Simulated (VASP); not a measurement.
# MgO (P-4m2) in VASP: notebook

Runs on MgO. Level: LDA. Tasks: single point.

Everything below comes from runs of VASP 6.6.1. Logs are shortened: lines on timing, memory, paths and dates and some standing lists are left out, and cuts for length are marked.

## 1. The cell of the first run

It takes space group P-4m2 (No. 115, tetragonal). Conventional cell: a = 5.523 Å, b = 5.523 Å, c = 5.523 Å, α = 90.00°, β = 90.00°, γ = 90.00°. Within 2.6 Å of Mg (site symmetry m) lie 4 O at 1.94 to 1.96 Å. Within 2.6 Å of Mg (site symmetry -4m2) lie 4 O at 1.97 Å. Mg (site symmetry -4m2) has 4 O at 1.93 Å within 2.6 Å. Within 2.6 Å of O (site symmetry m) lie 4 Mg at 1.93 to 1.97 Å. Within 2.6 Å of O (site symmetry -4m2) lie 4 Mg at 1.94 Å. O (site symmetry -4m2) has 4 Mg at 1.96 Å within 2.6 Å.

## 2. Single point, LDA (atoms displaced along several vibrational modes)

Input file INCAR:

```
SYSTEM = MgO
PREC = Accurate
ENCUT = 520
EDIFF = 1E-6
ISMEAR = 0
SIGMA = 0.05
LREAL = .False.
LASPH = .True.
NELM = 100
ALGO = Normal
ISIF = 2
LWAVE = .False.
LCHARG = .False.
GGA = CA
NBANDS = 36
```

Input file KPOINTS:

```
Automatic mesh
0
Gamma
  4 4 4
  0 0 0
```

Input file POSCAR:

```
MgO
1.0
    5.5230736673      0.0000000000      0.0000000000
    0.0000000000      5.5230736673      0.0000000000
    0.0000000000      0.0000000000      5.5230736673
Mg O
6 6
Direct
    0.2500000000     -0.0026706231      0.5000000000
    0.0000000000      0.5026706231      0.2500000000
    0.5000000000      0.7500000000      0.0000000000
    0.7500000000     -0.0026706231      0.5000000000
    0.0000000000      0.5026706231      0.7500000000
    0.5000000000      0.2500000000      0.0000000000
    0.2500000000      0.4947855122      0.0000000000
    0.5000000000      0.0052144878      0.2500000000
    0.0000000000      0.7500000000      0.5000000000
    0.7500000000      0.4947855122      0.0000000000
    0.5000000000      0.0052144878      0.7500000000
    0.0000000000      0.2500000000      0.5000000000
```

Potentials or basis: VASP PAW LDA potentials, release 64 (Mg, O).

Started as:

```
> cat potpaw_LDA.64/Mg/POTCAR potpaw_LDA.64/O/POTCAR > POTCAR
> mpirun -np 1 vasp_std > vasp.out
```

OUTCAR:

```text
SYSTEM = MgO
   PREC = Accurate
   ENCUT = 520
   EDIFF = 1E-6
   ISMEAR = 0
   LREAL = .False.
   LASPH = .True.
   NELM = 100
   ISIF = 2
   GGA = CA

 ion  position               nearest neighbor table
   1  0.250  0.997  0.500-   9 1.94   8 1.95  11 1.95  12 1.96   4 2.76   4 2.76   5 3.36   2 3.36
                             3 3.38   3 3.38   6 3.39   6 3.39   2 3.41   5 3.41
   2  0.000  0.503  0.250-   9 1.94   7 1.95  10 1.95  12 1.96   5 2.76   5 2.76   1 3.36   4 3.36
                             3 3.38   3 3.38   6 3.39   6 3.39   1 3.41   4 3.41
   3  0.500  0.750  0.000-   8 1.97  11 1.97  10 1.97   7 1.97   6 2.76   6 2.76   4 3.38   5 3.38
                             1 3.38   1 3.38   4 3.38   2 3.38   2 3.38   5 3.38
   4  0.750  0.997  0.500-   9 1.94   8 1.95  11 1.95  12 1.96   1 2.76   1 2.76   5 3.36   2 3.36
                             3 3.38   3 3.38   6 3.39   6 3.39   2 3.41   5 3.41
   5  0.000  0.503  0.750-   9 1.94   7 1.95  10 1.95  12 1.96   2 2.76   2 2.76   4 3.36   1 3.36
                             3 3.38   3 3.38   6 3.39   6 3.39   1 3.41   4 3.41
   6  0.500  0.250  0.000-   7 1.93  10 1.93   8 1.93  11 1.93   3 2.76   3 2.76   1 3.39   4 3.39
                             5 3.39   1 3.39   4 3.39   2 3.39   2 3.39   5 3.39
   7  0.250  0.495  0.000-   6 1.93   5 1.95   2 1.95   3 1.97
   8  0.500  0.005  0.250-   6 1.93   4 1.95   1 1.95   3 1.97
   9  0.000  0.750  0.500-   1 1.94   2 1.94   4 1.94   5 1.94
  10  0.750  0.495  0.000-   6 1.93   5 1.95   2 1.95   3 1.97
  11  0.500  0.005  0.750-   6 1.93   4 1.95   1 1.95   3 1.97
  12  0.000  0.250  0.500-   1 1.96   2 1.96   4 1.96   5 1.96

  LATTYP: Found a simple cubic cell.
 ALAT       =     5.5230736673

  Lattice vectors:

 A1 = (   5.5230736673,   0.0000000000,   0.0000000000)
 A2 = (   0.0000000000,   5.5230736673,   0.0000000000)
 A3 = (   0.0000000000,   0.0000000000,   5.5230736673)

Analysis of symmetry for initial positions (statically):
=====================================================================
 Subroutine PRICEL returns:
 Original cell was already a primitive cell.

 Routine SETGRP: Setting up the symmetry group for a
 simple cubic supercell.

 Subroutine GETGRP returns: Found  8 space group operations
 (whereof  4 operations were pure point group operations)
 out of a pool of 48 trial point group operations.

The static configuration has the point symmetry C_2v.
 The point group associated with its full space group is D_2d.

Analysis of symmetry for dynamics (positions and initial velocities):
=====================================================================
 Subroutine PRICEL returns:
 Original cell was already a primitive cell.

 Routine SETGRP: Setting up the symmetry group for a
[... 137 lines left out ...]
   IALGO  =     38    algorithm
   IMIX   =      4    mixing-type and parameters
     AMIX     =   0.40;   BMIX     =  1.00
     AMIX_MAG =   1.60;   BMIX_MAG =  1.00
  volume/ion in A,a.u.               =      14.04        94.75
  Fermi-wavevector in a.u.,A,eV,Ry     =   1.077228  2.035666 15.788483  1.160421
  Thomas-Fermi vector in A             =   2.213134
   LORBIT       =      0    0 simple, 1 ext, 2 COOP (PROOUT), +10 PAW based schemes
   GGA     = CA    functional components
   LHFCALC =     F    Hartree Fock is set to
   AEXX    =    0.0000 exact exchange contribution
   IVDW    =     0    specifies the selected vdW correction
   LEPSILON=     F    determine dielectric tensor
   LRPA    =     F    only Hartree local field effects (RPA)
 non-spin polarized calculation
 Gauss-broadening in eV      SIGMA  =   0.05
  energy-cutoff  :      520.00
  volume of cell :      168.48
 maximum number of plane-waves:      4632
 NGX is ok and might be reduce to    42
   NGX = 21   NGY = 21   NGZ = 21

 number of electron      47.9999993 magnetization

 Free energy of the ion-electron system (eV)
  ---------------------------------------------------
  ext. energy  EPLUGINS =         0.00000000
  ---------------------------------------------------
  free energy    TOTEN  =       -77.38970380 eV

  energy without entropy =      -77.38970380  energy(sigma->0) =      -77.38970380

 E-fermi :   0.0244     XC(G=0):  -9.1912

 val. band max:       -0.2216353371   @ k =   0.5000   0.0000   0.5000
 cond. band min:       2.6280995370   @ k =   0.0000   0.0000   0.0000
 fundamental gap:      2.8497348741
 Fermi energy:         0.0244430702

 k-point     1 :       0.0000    0.0000    0.0000
  band No.  band energies     occupation
      1     -16.1735      2.00000
      2     -15.6924      2.00000
      3     -15.6612      2.00000
      4     -15.1724      2.00000
      5     -15.1724      2.00000
      6     -15.1380      2.00000
[... 691 lines left out ...]
     35      11.8712      0.00000
     36      11.8769      0.00000

------------------------ aborting loop because EDIFF is reached ----------------------------------------

  FORCE on cell =-STRESS in cart. coord.  units (eV):
  Direction    XX          YY          ZZ          XY          YZ          ZX
  --------------------------------------------------------------------------------------
  -------------------------------------------------------------------------------------
  Total       -0.7424177     -0.7827011     -0.7424177      0.0000000      0.0000000      0.0000000
  in kB       -7.0601897     -7.4432742     -7.0601897      0.0000000      0.0000000      0.0000000
  external PRESSURE =      -7.1878845 kB  Pullay stress =       0.0000000 kB

 VOLUME and BASIS-vectors are now :
 -----------------------------------------------------------------------------
  energy-cutoff  :      520.00
  volume of cell :      168.48
      direct lattice vectors                 reciprocal lattice vectors
     5.523073667  0.000000000  0.000000000     0.181058603  0.000000000  0.000000000
     0.000000000  5.523073667  0.000000000     0.000000000  0.181058603  0.000000000
     0.000000000  0.000000000  5.523073667     0.000000000  0.000000000  0.181058603

 POSITION                                       TOTAL-FORCE (eV/Angst)
 -----------------------------------------------------------------------------------
      1.38077      5.50832      2.76154         0.007413      0.352629      0.000000
      0.00000      2.77629      1.38077        -0.000000     -0.352629     -0.007413
      2.76154      4.14231      0.00000         0.000000      0.000000      0.000000
      4.14231      5.50832      2.76154        -0.007413      0.352629      0.000000
      0.00000      2.77629      4.14231        -0.000000     -0.352629      0.007413
      2.76154      1.38077      0.00000         0.000000      0.000000      0.000000
      1.38077      2.73274      0.00000        -0.020095      0.454457      0.000000
      2.76154      0.02880      1.38077         0.000000     -0.454457      0.020095
      0.00000      4.14231      2.76154         0.000000      0.000000      0.000000
      4.14231      2.73274      0.00000         0.020095      0.454457      0.000000
      2.76154      0.02880      4.14231         0.000000     -0.454457     -0.020095
      0.00000      1.38077      2.76154         0.000000      0.000000      0.000000
 -----------------------------------------------------------------------------------
    total drift:                                0.000000     -0.000000     -0.000000

  FREE ENERGIE OF THE ION-ELECTRON SYSTEM (eV)
  ---------------------------------------------------
  free  energy   TOTEN  =       -77.3897037986 eV

  energy  without entropy=      -77.3897037986  energy(sigma->0) =      -77.38970380
```

OSZICAR:

```text
N       E                     dE             d eps       ncg     rms          rms(c)
DAV:   1     0.257051428030E+03    0.25705E+03   -0.22125E+04  1296   0.116E+03
DAV:   2    -0.674474176141E+02   -0.32450E+03   -0.30800E+03  1736   0.257E+02
DAV:   3    -0.928360570787E+02   -0.25389E+02   -0.25253E+02  1620   0.755E+01
DAV:   4    -0.930880992360E+02   -0.25204E+00   -0.25178E+00  1528   0.873E+00
DAV:   5    -0.930907247490E+02   -0.26255E-02   -0.26248E-02  1568   0.875E-01    0.210E+01
DAV:   6    -0.782789818406E+02    0.14812E+02   -0.59540E+01  1456   0.363E+01    0.721E+00
DAV:   7    -0.777376035337E+02    0.54138E+00   -0.12149E+00  1388   0.560E+00    0.390E+00
DAV:   8    -0.773901085333E+02    0.34750E+00   -0.51112E-01  1416   0.480E+00    0.737E-01
DAV:   9    -0.773898293749E+02    0.27916E-03   -0.69364E-02  1600   0.132E+00    0.387E-01
DAV:  10    -0.773895456191E+02    0.28376E-03   -0.81362E-03  1376   0.458E-01    0.934E-02
DAV:  11    -0.773896535183E+02   -0.10790E-03   -0.46213E-04  1456   0.119E-01    0.353E-02
DAV:  12    -0.773897041546E+02   -0.50636E-04   -0.72089E-05  1404   0.480E-02    0.186E-02
DAV:  13    -0.773897056441E+02   -0.14894E-05   -0.14380E-05  1528   0.259E-02    0.863E-03
DAV:  14    -0.773897037926E+02    0.18514E-05   -0.10329E-05  1632   0.159E-02    0.129E-03
DAV:  15    -0.773897037986E+02   -0.59640E-08   -0.25300E-07   760   0.343E-03
   1 F= -.77389704E+02 E0= -.77389704E+02  d E =-.505477E-12
```

stdout:

```text
POSCAR found type information on POSCAR MgO
 POSCAR found :  2 types and      12 ions
 scaLAPACK will be used
 LDA part: xc-table for (Slater(with rela. corr.)+CA(PZ))
 , standard interpolation
 POSCAR, INCAR and KPOINTS ok, starting setup
 FFT: planning ... GRIDC
 FFT: planning ... GRID_SOFT
 FFT: planning ... GRID
 WAVECAR not read
 entering main loop
```

It took 2.6 min on 1 thread of Intel Xeon 8259CL, shared host; peak memory 0.25 GiB.

What came out:

* Free energy: -77.3897 eV
* Pressure: -0.7 GPa
* Largest force: 0.455 eV/Å
* Band gap on the k mesh: 2.85 eV

Forces on the atoms (eV/Å):
```
Mg   0.007  0.353  0.000
Mg   0.000 -0.353 -0.007
Mg   0.000  0.000  0.000
Mg  -0.007  0.353  0.000
Mg   0.000 -0.353  0.007
Mg   0.000  0.000  0.000
O   -0.020  0.454  0.000
O    0.000 -0.454  0.020
O    0.000  0.000  0.000
O    0.020  0.454  0.000
O    0.000 -0.454 -0.020
O    0.000  0.000  0.000
```

Levels at points of the mesh, in eV from the valence-band top:
| k point | band 20 | band 21 | band 22 | band 23 | band 24 | band 25 | band 26 | band 27 | band 28 | band 29 |
| --- | --- | --- | --- | --- | --- | --- | --- | --- | --- | --- |
| (0.00, 0.00, 0.00) | -0.66 | -0.66 | 0.00 | 0.00 | 0.00 | 2.85 | 5.82 | 8.01 | 8.01 | 8.03 |
| (0.50, 0.00, 0.00) | -0.81 | -0.64 | -0.61 | 0.00 | 0.00 | 4.78 | 4.78 | 7.60 | 7.60 | 7.91 |
| (0.00, 0.50, 0.00) | -0.81 | -0.63 | -0.63 | 0.00 | 0.00 | 4.70 | 4.87 | 7.51 | 7.70 | 7.91 |
| (0.50, 0.50, 0.00) | -0.80 | -0.65 | -0.63 | -0.46 | 0.00 | 5.61 | 5.73 | 5.92 | 6.84 | 8.29 |
| (0.50, 0.00, 0.50) | -0.84 | -0.60 | -0.60 | -0.50 | 0.00 | 5.74 | 5.74 | 5.77 | 6.82 | 8.36 |
| (0.50, 0.50, 0.50) | -1.02 | -0.88 | -0.88 | -0.82 | -0.82 | 6.27 | 6.27 | 7.34 | 7.36 | 7.53 |

Caveat: the cell differs from its parent crystal (atoms displaced along several vibrational modes).

## 3. Single point, LDA (atoms displaced along several vibrational modes)

Input file INCAR:

```
SYSTEM = MgO
  PREC = Accurate
  ENCUT = 520
  EDIFF = 1E-6
  ISMEAR = 0
  SIGMA = 0.05
  LREAL = .False.
  LASPH = .True.
  NELM = 80
  ALGO = Normal
  ISIF = 2
  LWAVE = .False.
  LCHARG = .True.
  LELF = .True.
  LVHAR = .True.
  NBANDS = 36
```

KPOINTS is that of step 2.

Input file POSCAR:

```
MgO
1.0
    5.5230736673      0.0000000000      0.0000000000
    0.0000000000      5.5230736673      0.0000000000
    0.0000000000      0.0000000000      5.5230736673
Mg O
6 6
Direct
    0.2500000000     -0.0024804854      0.5000000000
    0.0000000000      0.5024804854      0.2500000000
    0.5000000000      0.7500000000      0.0000000000
    0.7500000000     -0.0024804854      0.5000000000
    0.0000000000      0.5024804854      0.7500000000
    0.5000000000      0.2500000000      0.0000000000
    0.2500000000      0.5165146210      0.0000000000
    0.5000000000     -0.0165146210      0.2500000000
    0.0000000000      0.7500000000      0.5000000000
    0.7500000000      0.5165146210      0.0000000000
    0.5000000000     -0.0165146210      0.7500000000
    0.0000000000      0.2500000000      0.5000000000
```

Potentials or basis: VASP PAW LDA potentials, release 64 (Mg, O).

Started as:

```
> cat potpaw_LDA.64/Mg/POTCAR potpaw_LDA.64/O/POTCAR > POTCAR
> mpirun -np 1 vasp_std > vasp.out
```

Run time: 2.7 min. Hardware: 1 thread of Intel Xeon 8259CL, shared host; peak memory 0.25 GiB.

It converged, with:

* Free energy: -77.2130 eV
* Pressure: -0.4 GPa
* Largest force: 1.208 eV/Å
* Band gap on the k mesh: 2.82 eV

Forces in eV/Å, atoms in the order of the input:
```
Mg   0.015 -0.157  0.000
Mg   0.000  0.157 -0.015
Mg   0.000  0.000  0.000
Mg  -0.015 -0.157  0.000
Mg   0.000  0.157  0.015
Mg   0.000  0.000  0.000
O   -0.172 -1.196  0.000
O    0.000  1.196  0.172
O    0.000  0.000  0.000
O    0.172 -1.196  0.000
O    0.000  1.196 -0.172
O    0.000  0.000  0.000
```

Stress tensor (GPa, compression positive):
```
-0.38  0.00  0.00
 0.00 -0.52  0.00
 0.00  0.00 -0.38
```

Levels at points of the mesh, in eV from the valence-band top:
```tsv
k point	band 20	band 21	band 22	band 23	band 24	band 25	band 26	band 27	band 28	band 29
(0.00, 0.00, 0.00)	-0.68	-0.66	-0.01	0.00	0.00	2.82	5.80	7.93	7.93	8.00
(0.50, 0.00, 0.00)	-0.81	-0.64	-0.63	-0.01	0.00	4.73	4.73	7.57	7.58	7.81
(0.00, 0.50, 0.00)	-0.83	-0.63	-0.63	0.00	0.00	4.62	4.89	7.47	7.68	7.83
(0.50, 0.50, 0.00)	-0.85	-0.63	-0.63	-0.49	0.00	5.42	5.69	6.07	6.80	8.10
(0.50, 0.00, 0.50)	-0.84	-0.63	-0.63	-0.50	-0.01	5.68	5.69	5.69	6.76	8.41
(0.50, 0.50, 0.50)	-1.01	-0.86	-0.86	-0.86	-0.86	6.19	6.19	7.07	7.21	7.58
```

Caveat: the cell differs from its parent crystal (atoms displaced along several vibrational modes); forces of over 1 eV/Å act on the atoms, so gaps and moduli don't describe the material at rest.

(Continued in part 2 of 2.)
